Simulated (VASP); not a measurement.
# Be (P6_3/mmc) in VASP: further runs

Runs on Be. Level: PBE. Tasks: single point.

Everything below comes from runs of VASP 6.6.1. Logs are shortened: lines on timing, memory, paths and dates and some standing lists are left out, and cuts for length are marked.

### Step 1. The cell of the first run

The structure is hexagonal, space group P6_3/mmc (No. 194). The conventional cell has a = 2.266 Å, b = 2.266 Å, c = 3.559 Å, α = 90.00°, β = 90.00°, γ = 120.00°. Within 2.9 Å of Be (site symmetry -6m2) lie 12 Be at 2.21 to 2.27 Å.

### Step 2. Single point, PBE

File INCAR:

```
  ALGO = Normal
  EDIFF = 1E-7
  ENCUT = 520
  GGA = PE
  ISIF = 2
  ISMEAR = -1
  LASPH = T
  LCHARG = T
  LELF = T
  LREAL = F
  LVHAR = T
  LWAVE = F
  NBANDS = 9
  NELM = 100
  PREC = Accurate
  SIGMA = 0.1
```

File KPOINTS:

```
k-points
0
Gamma
  8 8 4
```

File POSCAR:

```
Be
1.0
    2.2656737714      0.0000000000      0.0000000000
   -1.1328368857      1.9621310427      0.0000000000
    0.0000000000      0.0000000000      3.5587036811
Be
2
Direct
    0.3333333333      0.6666666667      0.2500000000
    0.6666666667      0.3333333333      0.7500000000
```

Potentials or basis: VASP PAW PBE potentials, release 64 (Be).

The run is started by

```bash
$ cat potpaw_PBE.64/Be/POTCAR > POTCAR
$ mpirun -np 1 vasp_std > vasp.out
```

OUTCAR:

```text
EDIFF = 1E-7
   ENCUT = 520
   GGA = PE
   ISIF = 2
   ISMEAR = -1
   LASPH = T
   LREAL = F
   NELM = 100
   PREC = Accurate

 ion  position               nearest neighbor table
   1  0.333  0.667  0.250-   2 2.21   2 2.21   2 2.21   2 2.21   2 2.21   2 2.21
   2  0.667  0.333  0.750-   1 2.21   1 2.21   1 2.21   1 2.21   1 2.21   1 2.21

  LATTYP: Found a hexagonal cell.
 ALAT       =     2.2656737714
 C/A-ratio  =     1.5707043644

  Lattice vectors:

 A1 = (   2.2656737714,   0.0000000000,   0.0000000000)
 A2 = (  -1.1328368857,   1.9621310427,   0.0000000000)
 A3 = (   0.0000000000,   0.0000000000,   3.5587036811)

Analysis of symmetry for initial positions (statically):
=====================================================================
 Subroutine PRICEL returns:
 Original cell was already a primitive cell.

 Routine SETGRP: Setting up the symmetry group for a
 hexagonal supercell.

 Subroutine GETGRP returns: Found 24 space group operations
 (whereof 12 operations were pure point group operations)
 out of a pool of 24 trial point group operations.

The static configuration has the point symmetry D_3d.
 The point group associated with its full space group is D_6h.

Analysis of symmetry for dynamics (positions and initial velocities):
=====================================================================
 Subroutine PRICEL returns:
 Original cell was already a primitive cell.

 Routine SETGRP: Setting up the symmetry group for a
 hexagonal supercell.

 Subroutine GETGRP returns: Found 24 space group operations
 (whereof 12 operations were pure point group operations)
 out of a pool of 24 trial point group operations.

The dynamic configuration has the point symmetry D_3d.
 The point group associated with its full space group is D_6h.

 Subroutine INISYM returns: Found 24 space group operations
 (whereof 12 operations are pure point group operations),
 and found     1 'primitive' translations

----------------------------------------------------------------------------------------

                                     Primitive cell

  volume of cell :      15.8204

  direct lattice vectors                    reciprocal lattice vectors
     2.265673771  0.000000000  0.000000000     0.441369809  0.254824978  0.000000000
    -1.132836886  1.962131043  0.000000000     0.000000000  0.509649956  0.000000000
     0.000000000  0.000000000  3.558703681     0.000000000  0.000000000  0.281001199

  length of vectors
     2.265673771  2.265673771  3.558703681     0.509649956  0.509649956  0.281001199
[... 87 lines left out ...]
   ISIF   =      2    stress and relaxation
   ISYM   =      2    0-nonsym 1-usesym 2-fastsym
   POTIM  = 0.5000    time-step for ionic-motion
   TEBEG  =    0.0;   TEEND  =   0.0 temperature during run
   PSTRESS=    0.0 pullay stress
   NELECT =       4.0000    total number of electrons
   NUPDOWN=      -1.0000    fix difference up-down
   EMIN   =  10.00;   EMAX   =-10.00  energy-range for DOS
   EFERMI =   0.00;   METHOD = LEGACY
   ISMEAR =    -1;   SIGMA  =   0.10  broadening in eV -4-tet -1-fermi 0-gaus
   EFERMI_NEDOS =   21; number of points for ismear=-14 and -15
   IALGO  =     38    algorithm
   IMIX   =      4    mixing-type and parameters
     AMIX     =   0.40;   BMIX     =  1.00
     AMIX_MAG =   1.60;   BMIX_MAG =  1.00
  volume/ion in A,a.u.               =       7.91        53.38
  Fermi-wavevector in a.u.,A,eV,Ry     =   1.035196  1.956236 14.580411  1.071630
  Thomas-Fermi vector in A             =   2.169527
   LORBIT       =      0    0 simple, 1 ext, 2 COOP (PROOUT), +10 PAW based schemes
   GGA     = PE    functional components
   LHFCALC =     F    Hartree Fock is set to
   AEXX    =    0.0000 exact exchange contribution
   IVDW    =     0    specifies the selected vdW correction
   LEPSILON=     F    determine dielectric tensor
   LRPA    =     F    only Hartree local field effects (RPA)
 non-spin polarized calculation
  energy-cutoff  :      520.00
  volume of cell :       15.82
 maximum number of plane-waves:       446
 NGX is ok and might be reduce to    18
   NGX =  9   NGY =  9   NGZ = 13

 number of electron       4.0000000 magnetization

 Free energy of the ion-electron system (eV)
  ---------------------------------------------------
  ext. energy  EPLUGINS =         0.00000000
  ---------------------------------------------------
  free energy    TOTEN  =        -7.49923927 eV

  energy without entropy =       -7.48719726  energy(sigma->0) =       -7.49321826

 E-fermi :   7.6865     XC(G=0): -10.6038

 val. band max:        6.6730875293   @ k =   0.2500   0.1250   0.0000
 cond. band min:       7.7926358211   @ k =   0.3750   0.0000   0.0000
 fundamental gap:      1.1195482918
 Fermi energy:         7.6865354268

 k-point     1 :       0.0000    0.0000    0.0000
  band No.  band energies     occupation
      1      -4.3276      2.00000
      2       2.6079      2.00000
      3       8.1697      0.01582
      4      22.9611      0.00000
      5      22.9611      0.00000
      6      25.8199      0.00000
      7      25.8199      0.00000
      8      27.9894      0.00000
      9      34.0835      0.00000
[... 265 lines left out ...]
 k-point    24 :       0.3750    0.0000    0.5000
  band No.  band energies     occupation
      1       1.7587      2.00000
      2       1.7587      2.00000
      3      11.1594      0.00000
      4      11.1594      0.00000
      5      19.5350      0.00000
      6      19.5350      0.00000
      7      21.3517      0.00000
      8      21.3517      0.00000
      9      27.7798      0.00000

 [... further k-points ...]

------------------------ aborting loop because EDIFF is reached ----------------------------------------

  FORCE on cell =-STRESS in cart. coord.  units (eV):
  Direction    XX          YY          ZZ          XY          YZ          ZX
  --------------------------------------------------------------------------------------
  -------------------------------------------------------------------------------------
  Total       -0.1070002     -0.1070002      0.2766718      0.0000000     -0.0000000      0.0000000
  in kB      -10.8362208    -10.8362208     28.0193614      0.0000000     -0.0000000      0.0000000
  external PRESSURE =       2.1156399 kB  Pullay stress =       0.0000000 kB

 VOLUME and BASIS-vectors are now :
 -----------------------------------------------------------------------------
  energy-cutoff  :      520.00
  volume of cell :       15.82
      direct lattice vectors                 reciprocal lattice vectors
     2.265673771  0.000000000  0.000000000     0.441369809  0.254824978  0.000000000
    -1.132836886  1.962131043  0.000000000     0.000000000  0.509649956  0.000000000
     0.000000000  0.000000000  3.558703681     0.000000000  0.000000000  0.281001199

 POSITION                                       TOTAL-FORCE (eV/Angst)
 -----------------------------------------------------------------------------------
     -0.00000      1.30809      0.88968         0.000000      0.000000      0.000000
      1.13284      0.65404      2.66903        -0.000000      0.000000      0.000000
 -----------------------------------------------------------------------------------
    total drift:                                0.000000     -0.000000      0.000000

  FREE ENERGIE OF THE ION-ELECTRON SYSTEM (eV)
  ---------------------------------------------------
  free  energy   TOTEN  =        -7.4992392655 eV

  energy  without entropy=       -7.4871972578  energy(sigma->0) =       -7.49321826
```

Run time: 3.1 s. Hardware: 1 thread of Intel Xeon Platinum 8488C (Sapphire Rapids), shared host; peak memory 0.12 GiB.

Results:

```
Free energy            : -7.4992 eV
Pressure               : 0.2 GPa
Band gap on the k mesh : zero (band 2 reaches 7.82 eV, above the bottom of band 3 at 7.79 eV)
```

Caveat: the k points lie up to 0.44 Å⁻¹ apart.

### Step 3. Single point, PBE

File INCAR:

```
SYSTEM = Be
PREC = Accurate
ENCUT = 520
EDIFF = 1E-6
ISMEAR = -1
SIGMA = 0.1
LREAL = .False.
LASPH = .True.
NELM = 60
ALGO = Normal
ISIF = 2
LWAVE = .False.
LCHARG = .True.
GGA = PE
LELF = .True.
LVHAR = .True.
NBANDS = 9
```

File KPOINTS:

```
Automatic mesh
0
Gamma
  10 10 6
  0 0 0
```

POSCAR is that of step 2.

Potentials or basis: VASP PAW PBE potentials, release 64 (Be).

The run is started by

```bash
$ cat potpaw_PBE.64/Be/POTCAR > POTCAR
$ mpirun -np 1 vasp_std > vasp.out
```

OUTCAR:

```text
SYSTEM = Be
   PREC = Accurate
   ENCUT = 520
   EDIFF = 1E-6
   ISMEAR = -1
   LREAL = .False.
   LASPH = .True.
   NELM = 60
   ISIF = 2
   GGA = PE

 ion  position               nearest neighbor table
   1  0.333  0.667  0.250-   2 2.21   2 2.21   2 2.21   2 2.21   2 2.21   2 2.21
   2  0.667  0.333  0.750-   1 2.21   1 2.21   1 2.21   1 2.21   1 2.21   1 2.21

  LATTYP: Found a hexagonal cell.
 ALAT       =     2.2656737714
 C/A-ratio  =     1.5707043644

  Lattice vectors:

 A1 = (   2.2656737714,   0.0000000000,   0.0000000000)
 A2 = (  -1.1328368857,   1.9621310427,   0.0000000000)
 A3 = (   0.0000000000,   0.0000000000,   3.5587036811)

Analysis of symmetry for initial positions (statically):
=====================================================================
 Subroutine PRICEL returns:
 Original cell was already a primitive cell.

 Routine SETGRP: Setting up the symmetry group for a
 hexagonal supercell.

 Subroutine GETGRP returns: Found 24 space group operations
 (whereof 12 operations were pure point group operations)
 out of a pool of 24 trial point group operations.

The static configuration has the point symmetry D_3d.
[... 169 lines left out ...]

 k-point     1 :       0.0000    0.0000    0.0000
  band No.  band energies     occupation
      1      -4.3276      2.00000
      2       2.6045      2.00000
      3       8.1748      0.00002
      4      22.9597      0.00000
      5      22.9597      0.00000
      6      25.8195      0.00000
      7      25.8195      0.00000
      8      27.9899      0.00000
      9      34.0863      0.00000
[... 265 lines left out ...]
 k-point    24 :       0.4000    0.1000    0.1667
  band No.  band energies     occupation
      1       1.7748      2.00000
      2       4.7554      2.00000
      3       9.3257      0.00000
      4      12.1577      0.00000
      5      14.1190      0.00000
      6      16.8386      0.00000
      7      20.2433      0.00000
      8      22.2154      0.00000
      9      27.7731      0.00000

 [... further k-points ...]

------------------------ aborting loop because EDIFF is reached ----------------------------------------

  FORCE on cell =-STRESS in cart. coord.  units (eV):
  Direction    XX          YY          ZZ          XY          YZ          ZX
  --------------------------------------------------------------------------------------
  -------------------------------------------------------------------------------------
  Total        0.1701360      0.1701360     -0.2233826      0.0000000      0.0000000      0.0000000
  in kB       17.2301672     17.2301672    -22.6226077      0.0000000      0.0000000      0.0000000
  external PRESSURE =       3.9459089 kB  Pullay stress =       0.0000000 kB

 VOLUME and BASIS-vectors are now :
 -----------------------------------------------------------------------------
  energy-cutoff  :      520.00
  volume of cell :       15.82
      direct lattice vectors                 reciprocal lattice vectors
     2.265673771  0.000000000  0.000000000     0.441369809  0.254824978  0.000000000
    -1.132836886  1.962131043  0.000000000     0.000000000  0.509649956  0.000000000
     0.000000000  0.000000000  3.558703681     0.000000000  0.000000000  0.281001199

 POSITION                                       TOTAL-FORCE (eV/Angst)
 -----------------------------------------------------------------------------------
     -0.00000      1.30809      0.88968        -0.000000      0.000000      0.000000
      1.13284      0.65404      2.66903         0.000000     -0.000000      0.000000
 -----------------------------------------------------------------------------------
    total drift:                                0.000000     -0.000000      0.000000

  FREE ENERGIE OF THE ION-ELECTRON SYSTEM (eV)
  ---------------------------------------------------
  free  energy   TOTEN  =        -7.5111147206 eV

  energy  without entropy=       -7.5033101602  energy(sigma->0) =       -7.50721244
```

It took 4.5 s on 1 thread of Intel Xeon Platinum 8488C (Sapphire Rapids), shared host; peak memory 0.12 GiB.

Results:

```yaml
Free_energy: -7.5111 eV
Pressure: 0.4 GPa
Band_gap_on_the_k_mesh: zero (band 2 reaches 7.41 eV, above the bottom of band 3 at 6.73 eV)
```
